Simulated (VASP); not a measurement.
# CdS (R-3m) in VASP: notebook

Aim: see how the results for CdS move with the level of theory and the settings. Levels: PBE, r2SCAN. Tasks: single point.

Program: VASP 6.6.1. These are calculated values, not measurements. Logs are shortened: lines on timing, memory, paths and dates and some standing lists are left out, and cuts for length are marked.

**1. The cell of the first run**

Symmetry: R-3m, No. 166, trigonal system. The conventional cell has a = 4.015 Å, b = 4.015 Å, c = 9.115 Å, α = 90.00°, β = 90.00°, γ = 120.00°. Cd (site symmetry -3m) has 6 S at 2.77 Å within 3.7 Å. S (site symmetry -3m) has 6 Cd at 2.77 Å within 3.7 Å.

**2. Single point, PBE (epitaxial 111 strain +4.1%)**

File INCAR:

```
SYSTEM = CdS
PREC = Accurate
ENCUT = 520
EDIFF = 1E-6
ISMEAR = -1
SIGMA = 0.02
LREAL = .False.
LASPH = .True.
NELM = 60
ALGO = Normal
ISIF = 2
LWAVE = .False.
LCHARG = .True.
GGA = PE
LELF = .True.
LVHAR = .True.
NBANDS = 16
```

File KPOINTS:

```
Automatic mesh
0
Gamma
  8 8 8
  0 0 0
```

File POSCAR:

```
CdS
1.0
   -0.1384494565      2.7003976037      2.7003976037
    2.7003976037     -0.1384494565      2.7003976037
    2.7003976037      2.7003976037     -0.1384494565
Cd S
1 1
Direct
    0.0000000000      0.0000000000      0.0000000000
    0.5000000000      0.5000000000      0.5000000000
```

Potentials or basis: VASP PAW PBE potentials, release 64 (Cd, S).

On the command line:

```
$ cat potpaw_PBE.64/Cd/POTCAR potpaw_PBE.64/S/POTCAR > POTCAR
$ mpirun -np 1 vasp_std > vasp.out
```

OUTCAR:

```text
SYSTEM = CdS
   PREC = Accurate
   ENCUT = 520
   EDIFF = 1E-6
   ISMEAR = -1
   LREAL = .False.
   LASPH = .True.
   NELM = 60
   ISIF = 2
   GGA = PE

 ion  position               nearest neighbor table
   1  0.000  0.000  0.000-   2 2.77   2 2.77   2 2.77   2 2.77   2 2.77   2 2.77
   2  0.500  0.500  0.500-   1 2.77   1 2.77   1 2.77   1 2.77   1 2.77   1 2.77

  LATTYP: Found a trigonal (rhomboedric) cell.
 ALAT       =     3.8214477215
 COS(alpha) =     0.4481409784

  Lattice vectors:

 A1 = (  -0.1384494565,   2.7003976037,   2.7003976037)
 A2 = (   2.7003976037,  -0.1384494565,   2.7003976037)
 A3 = (   2.7003976037,   2.7003976037,  -0.1384494565)

Analysis of symmetry for initial positions (statically):
=====================================================================
 Subroutine PRICEL returns:
 Original cell was already a primitive cell.

 Routine SETGRP: Setting up the symmetry group for a
 trigonal (rhombohedral) supercell.

 Subroutine GETGRP returns: Found 12 space group operations
 (whereof 12 operations were pure point group operations)
 out of a pool of 12 trial point group operations.

The static configuration has the point symmetry D_3d.

Analysis of symmetry for dynamics (positions and initial velocities):
=====================================================================
 Subroutine PRICEL returns:
 Original cell was already a primitive cell.

 Routine SETGRP: Setting up the symmetry group for a
 trigonal (rhombohedral) supercell.

 Subroutine GETGRP returns: Found 12 space group operations
 (whereof 12 operations were pure point group operations)
 out of a pool of 12 trial point group operations.

The dynamic configuration has the point symmetry D_3d.

 Subroutine INISYM returns: Found 12 space group operations
 (whereof 12 operations are pure point group operations),
 and found     1 'primitive' translations

----------------------------------------------------------------------------------------

                                     Primitive cell

  volume of cell :      42.4095

  direct lattice vectors                    reciprocal lattice vectors
[... 79 lines left out ...]
   ISTART =      0    job   : 0-new  1-cont  2-samecut
   ICHARG =      2    charge: 1-file 2-atom 10-const
   ISPIN  =      1    spin polarized calculation?
   LNONCOLLINEAR =      F non collinear calculations
   LSORBIT =      F    spin-orbit coupling
   LASPH  =      T    aspherical Exc in radial PAW
   ENCUT  =  520.0 eV  38.22 Ry    6.18 a.u.   7.11  7.11  7.11*2*pi/ulx,y,z
   NELM   =     60;   NELMIN=  2; NELMDL= -5     # of ELM steps
   EDIFF  = 0.1E-05   stopping-criterion for ELM
   LREAL  =      F    real-space projection
   EDIFFG = 0.1E-04   stopping-criterion for IOM
   NSW    =      0    number of steps for IOM
   IBRION =     -1    ionic relax: 0-MD 1-quasi-New 2-CG
   NFREE  =      0    steps in history (QN), initial steepest desc. (CG)
   ISIF   =      2    stress and relaxation
   ISYM   =      2    0-nonsym 1-usesym 2-fastsym
   POTIM  = 0.5000    time-step for ionic-motion
   TEBEG  =    0.0;   TEEND  =   0.0 temperature during run
   PSTRESS=    0.0 pullay stress
   NELECT =      18.0000    total number of electrons
   NUPDOWN=      -1.0000    fix difference up-down
   EMIN   =  10.00;   EMAX   =-10.00  energy-range for DOS
   EFERMI =   0.00;   METHOD = LEGACY
   ISMEAR =    -1;   SIGMA  =   0.02  broadening in eV -4-tet -1-fermi 0-gaus
   EFERMI_NEDOS =   21; number of points for ismear=-14 and -15
   IALGO  =     38    algorithm
   IMIX   =      4    mixing-type and parameters
     AMIX     =   0.40;   BMIX     =  1.00
     AMIX_MAG =   1.60;   BMIX_MAG =  1.00
  volume/ion in A,a.u.               =      21.20       143.10
  Fermi-wavevector in a.u.,A,eV,Ry     =   1.230301  2.324931 20.594314  1.513639
  Thomas-Fermi vector in A             =   2.365154
   LORBIT       =      0    0 simple, 1 ext, 2 COOP (PROOUT), +10 PAW based schemes
   GGA     = PE    functional components
   LHFCALC =     F    Hartree Fock is set to
   AEXX    =    0.0000 exact exchange contribution
   IVDW    =     0    specifies the selected vdW correction
   LEPSILON=     F    determine dielectric tensor
   LRPA    =     F    only Hartree local field effects (RPA)
 non-spin polarized calculation
  energy-cutoff  :      520.00
  volume of cell :       42.41
 maximum number of plane-waves:      1159
   NGX = 15   NGY = 15   NGZ = 15

 number of electron      18.0000000 magnetization

 Free energy of the ion-electron system (eV)
  ---------------------------------------------------
  ext. energy  EPLUGINS =         0.00000000
  ---------------------------------------------------
  free energy    TOTEN  =        -5.84281114 eV

  energy without entropy =       -5.84266693  energy(sigma->0) =       -5.84273903

 E-fermi :   2.7523     XC(G=0): -10.2292

 val. band max:        2.6876510629   @ k =   0.5000  -0.0000  -0.0000
 cond. band min:       2.8039944775   @ k =   0.5000   0.5000  -0.0000
 fundamental gap:      0.1163434146
 Fermi energy:         2.7523410250

 k-point     1 :       0.0000    0.0000    0.0000
  band No.  band energies     occupation
      1      -9.9822      2.00000
      2      -5.0322      2.00000
      3      -5.0322      2.00000
      4      -4.9642      2.00000
      5      -4.9636      2.00000
      6      -4.9636      2.00000
[... 433 lines left out ...]
      3      -5.1101      2.00000
      4      -5.0456      2.00000
      5      -4.9064      2.00000
      6      -4.8160      2.00000
[... 8 lines left out ...]
     15      14.7468      0.00000
     16      15.7787      0.00000

 [... further k-points ...]

------------------------ aborting loop because EDIFF is reached ----------------------------------------

  FORCE on cell =-STRESS in cart. coord.  units (eV):
  Direction    XX          YY          ZZ          XY          YZ          ZX
  --------------------------------------------------------------------------------------
  -------------------------------------------------------------------------------------
  Total       -0.3289554     -0.3289554     -0.3289554      0.3997262      0.3997262      0.3997262
  in kB      -12.4275116    -12.4275116    -12.4275116     15.1011445     15.1011445     15.1011445
  external PRESSURE =     -12.4275116 kB  Pullay stress =       0.0000000 kB

 VOLUME and BASIS-vectors are now :
 -----------------------------------------------------------------------------
  energy-cutoff  :      520.00
  volume of cell :       42.41
      direct lattice vectors                 reciprocal lattice vectors
    -0.138449457  2.700397604  2.700397604    -0.171494012  0.180761667  0.180761667
     2.700397604 -0.138449457  2.700397604     0.180761667 -0.171494012  0.180761667
     2.700397604  2.700397604 -0.138449457     0.180761667  0.180761667 -0.171494012

 POSITION                                       TOTAL-FORCE (eV/Angst)
 -----------------------------------------------------------------------------------
      0.00000      0.00000      0.00000        -0.000000      0.000000      0.000000
      2.63117      2.63117      2.63117         0.000000     -0.000000     -0.000000
 -----------------------------------------------------------------------------------
    total drift:                                0.000000      0.000000      0.000000

  FREE ENERGIE OF THE ION-ELECTRON SYSTEM (eV)
  ---------------------------------------------------
  free  energy   TOTEN  =        -5.8428111373 eV

  energy  without entropy=       -5.8426669315  energy(sigma->0) =       -5.84273903
```

stdout:

```text
POSCAR found type information on POSCAR CdS
 POSCAR found :  2 types and       2 ions
 scaLAPACK will be used
 LDA part: xc-table for (Slater+PW92), standard interpolation
 POSCAR, INCAR and KPOINTS ok, starting setup
 FFT: planning ... GRIDC
 FFT: planning ... GRID_SOFT
 FFT: planning ... GRID
 WAVECAR not read
 entering main loop
```

It took 28 s on 1 thread of Intel Xeon 6975P-C, shared host; peak memory 0.18 GiB.

Results:

```
Free energy            : -5.8428 eV
Pressure               : -1.2 GPa
Band gap on the k mesh : 0.12 eV, indirect (least direct gap 1.01 eV)
```

Levels at points of the mesh, in eV from the valence-band top:
```csv
k point,band 5,band 6,band 7,band 8,band 9,band 10,band 11,band 12,band 13,band 14
"(0.00, 0.00, 0.00)",-7.65,-7.65,-0.95,-0.95,-0.43,0.58,8.76,8.76,9.88,10.75
"(0.50, 0.00, 0.00)",-7.52,-7.49,-4.90,-0.13,0.00,3.51,5.75,6.36,6.37,12.10
"(0.50, 0.50, 0.00)",-7.43,-6.83,-4.11,-2.36,-1.83,0.12,6.02,9.24,10.71,11.23
"(0.50, 0.50, 0.50)",-7.47,-7.47,-4.47,-0.29,-0.29,3.01,5.29,5.29,6.23,12.00
```

Caveat: the cell differs from its parent crystal (epitaxial 111 strain +4.1%). A k mesh can miss the band edges.

**3. Single point, r2SCAN (epitaxial 111 strain +4.1%)**

POSCAR is that of step 2.

File INCAR.step1:

```
SYSTEM = CdS
  PREC = Accurate
  ENCUT = 520
  ISMEAR = -1
  SIGMA = 0.02
  LREAL = .FALSE.
  LASPH = .TRUE.
  NELM = 100
  NBANDS = 16
  GGA = PE
  ALGO = Normal
  EDIFF = 1E-4
  LWAVE = .TRUE.
  LCHARG = .FALSE.
```

File INCAR.step2:

```
SYSTEM = CdS
  PREC = Accurate
  ENCUT = 520
  EDIFF = 1E-6
  ISMEAR = -1
  SIGMA = 0.02
  LREAL = .FALSE.
  LASPH = .TRUE.
  NELM = 100
  ALGO = Normal
  ISIF = 2
  LWAVE = .FALSE.
  LCHARG = .FALSE.
  METAGGA = R2SCAN
  LMIXTAU = .TRUE.
  NBANDS = 16
  ISTART = 1
```

File KPOINTS:

```
regular mesh
0
G
  8 8 8
  0 0 0
```

Potentials or basis: VASP PAW PBE potentials, release 64 (Cd, S).

On the command line:

```
$ cat potpaw_PBE.64/Cd/POTCAR potpaw_PBE.64/S/POTCAR > POTCAR
$ cp INCAR.step1 INCAR
$ mpirun -np 1 vasp_std > vasp.out
$ cp INCAR.step2 INCAR
$ mpirun -np 1 vasp_std > vasp.out
```

Run time: 2 min. Hardware: 1 thread of Intel Xeon Platinum 8259CL at 2.50GHz (Skylake/Cascade Lake), shared host; peak memory 0.19 GiB.

Results (log left out):

| Item | Value |
| --- | --- |
| Free energy | -29.4747 eV |
| Pressure | -3.0 GPa |
| Band gap on the k mesh | 0.58 eV, indirect (least direct gap 1.60 eV) |

Stress tensor (GPa, compression positive):
```
-3.01  1.68  1.68
 1.68 -3.01  1.68
 1.68  1.68 -3.01
```

Levels at points of the mesh, in eV from the valence-band top:
| k point | band 6 | band 7 | band 8 | band 9 | band 10 | band 11 | band 12 | band 13 |
| --- | --- | --- | --- | --- | --- | --- | --- | --- |
| (0.00, 0.00, 0.00) | -7.89 | -0.97 | -0.97 | -0.43 | 1.17 | 9.24 | 9.24 | 10.39 |
| (0.50, 0.00, 0.00) | -7.75 | -4.93 | -0.13 | 0.00 | 4.05 | 6.30 | 6.92 | 7.03 |
| (0.50, 0.50, 0.00) | -7.05 | -4.17 | -2.40 | -1.85 | 0.58 | 6.40 | 10.04 | 11.61 |
| (0.50, 0.50, 0.50) | -7.72 | -4.50 | -0.30 | -0.30 | 3.50 | 5.81 | 5.81 | 6.88 |

Caveat: the cell differs from its parent crystal (epitaxial 111 strain +4.1%); the PAW data sets were made with another functional, which shifts forces and pressure a little.
